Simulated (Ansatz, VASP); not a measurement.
# LaMn3 in VASP and in Ansatz

```
La Mn
1.0
     4.10845    0.00000    0.00000
     0.00000    4.10845    0.00000
     0.00000    0.00000    4.10845
La Mn
1 3
Direct
  0.00000 0.00000 0.00000
  0.00000 0.50000 0.50000
  0.50000 0.50000 0.00000
  0.50000 0.00000 0.50000
```

Alike in both runs: task single point; functional PBE; k mesh 8 × 8 × 8; occupations gaussian, width 0.05 eV; collinear spin.

|  | VASP | Ansatz |
| --- | --- | --- |
| version | VASP 6.6.1 | Ansatz 0.2.0 |
| potentials or method | VASP PAW PBE potentials, release 64 (La, Mn_pv), cutoff 520 eV | scalar-relativistic, plane waves, PAW |
| valence electrons in the cell | 50 | 56 |

|  | VASP | Ansatz | Ansatz less VASP |
| --- | --- | --- | --- |
| gap on the k mesh at the Fermi level (eV) | none | none | - |
| pressure (GPa) | 3.2 | 3.1 | -0.10 |
| net moment per atom (μB) | 2.34 | 2.34 | 0.000 |
| size of the moment on the site where the two differ most (μB) | 0.20 | 0.12 | -0.079 |

Site moments also hang on the region over which each program counts them. A gap of «none» marks a metal or a gap that the smearing closes. VASP's potentials hold 50 valence electrons a cell and Ansatz's 56, so a difference there can come from the potentials and not from the codes.

Neither program's run includes spin-orbit coupling.
